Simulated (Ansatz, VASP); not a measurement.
**Rh12Cl in VASP and in Ansatz**

The input INCAR:

```
SYSTEM = Rh12Cl
PREC     = Accurate       ! precision mode
ENCUT    = 520            ! plane-wave cutoff, eV
EDIFF    = 1E-7           ! SCF threshold, eV
ISMEAR   = 0              ! smearing method
SIGMA    = 0.1            ! smearing width, eV
LREAL    = .FALSE.        ! projectors in reciprocal space
LASPH    = .TRUE.         ! aspherical terms in the spheres
NELM     = 60             ! most SCF steps
ALGO     = Normal         ! electronic algorithm
ISIF     = 2              ! what is computed and relaxed
LWAVE    = .FALSE.        ! write WAVECAR
LCHARG   = .TRUE.         ! write CHGCAR
LDIPOL   = .TRUE.       
IDIPOL   = 3            
DIPOL    = 0.5 0.5 0.303
GGA      = PE             ! functional
IVDW     = 12             ! dispersion correction
LELF     = .TRUE.         ! ELF
LVHAR    = .TRUE.       
LVACPOTAV= .TRUE.       
NBANDS   = 106            ! bands
```

KPOINTS

```
regular mesh
0
G
  6 6 1
  0 0 0
```

The input POSCAR:

```
Rh12Cl
1.0
    5.3650160462      0.0000000000      0.0000000000
   -2.6825080231      4.6462401878      0.0000000000
    0.0000000000      0.0000000000     21.6939918225
Rh Cl
12 1
Direct
    0.3333333333      0.1666666667      0.1843828482
    0.3333333333      0.6666666667      0.1843828482
    0.8333333333      0.1666666667      0.1843828482
    0.8333333333      0.6666666667      0.1843828482
    0.1666666667      0.3333333333      0.2833554855
    0.1666666667      0.8333333333      0.2833554855
    0.6666666667      0.3333333333      0.2833554855
    0.6666666667      0.8333333333      0.2833554855
    0.0000000000      0.0000000000      0.3823174587
    0.0000000000      0.5000000000      0.3823174587
    0.5000000000      0.0000000000      0.3823174587
    0.5000000000      0.5000000000      0.3823174587
    0.1666666667      0.0833333333      0.5390428796
```

Input for Ansatz:

```yaml
crystal:
  lattice:
    - [5.3650160462, 0.0, 0.0]
    - [-2.6825080231, 4.6462401878, 0.0]
    - [0.0, 0.0, 21.6939918225]
  atoms:
    - { symbol: Rh, position: [0.3333333333, 0.1666666667, 0.1843828482] }
    - { symbol: Rh, position: [0.3333333333, 0.6666666667, 0.1843828482] }
    - { symbol: Rh, position: [0.8333333333, 0.1666666667, 0.1843828482] }
    - { symbol: Rh, position: [0.8333333333, 0.6666666667, 0.1843828482] }
    - { symbol: Rh, position: [0.1666666667, 0.3333333333, 0.2833554855] }
    - { symbol: Rh, position: [0.1666666667, 0.8333333333, 0.2833554855] }
    - { symbol: Rh, position: [0.6666666667, 0.3333333333, 0.2833554855] }
    - { symbol: Rh, position: [0.6666666667, 0.8333333333, 0.2833554855] }
    - { symbol: Rh, position: [0.0, 0.0, 0.3823174587] }
    - { symbol: Rh, position: [0.0, 0.5, 0.3823174587] }
    - { symbol: Rh, position: [0.5, 0.0, 0.3823174587] }
    - { symbol: Rh, position: [0.5, 0.5, 0.3823174587] }
    - { symbol: Cl, position: [0.1666666667, 0.0833333333, 0.5390428796] }
basis:
  ecutwfc: 420
kpoints:
  mp_grid: { grid: [6, 6, 1] }
hamiltonian:
  xc: pbe
  pseudopotentials: { kind: paw, azcp: { folder: soft_1 } }
  dispersion: d3bj
scf:
  occupations: { method: gaussian, width: 0.1 }
output:
  forces: true
  eigenvalues: true
efield:
  axis: 3
  dipole_correction: true
  ramp_width: 0.04
```

Alike in both runs: task single point; functional PBE; dispersion D3(BJ); k mesh 6 × 6 × 1; occupations gaussian, width 0.1 eV; no spin polarisation.

|  | VASP | Ansatz |
| --- | --- | --- |
| version | VASP 6.6.1 | Ansatz 0.2.0 |
| potentials or method | VASP PAW PBE potentials, release 64 (Rh_pv, Cl), cutoff 520 eV | scalar-relativistic, plane waves, PAW |
| valence electrons in the cell | 187 | 211 |

|  | VASP | Ansatz | Ansatz less VASP |
| --- | --- | --- | --- |
| gap on the k mesh at the Fermi level (eV) | none | none | - |
| rms of the force components (eV/Å) | 0.279 | 0.279 | -0.0003 |
| work function, face that differs most (eV) | 8.14 | 8.14 | +0.002 |

Atom by atom the forces differ by 0.001 eV/Å (rms over components). A gap of «none» marks a metal or a gap that the smearing closes. VASP's potentials hold 187 valence electrons a cell and Ansatz's 211, so a difference there can come from the potentials and not from the codes. Ansatz's warnings: vacuum density over bound.
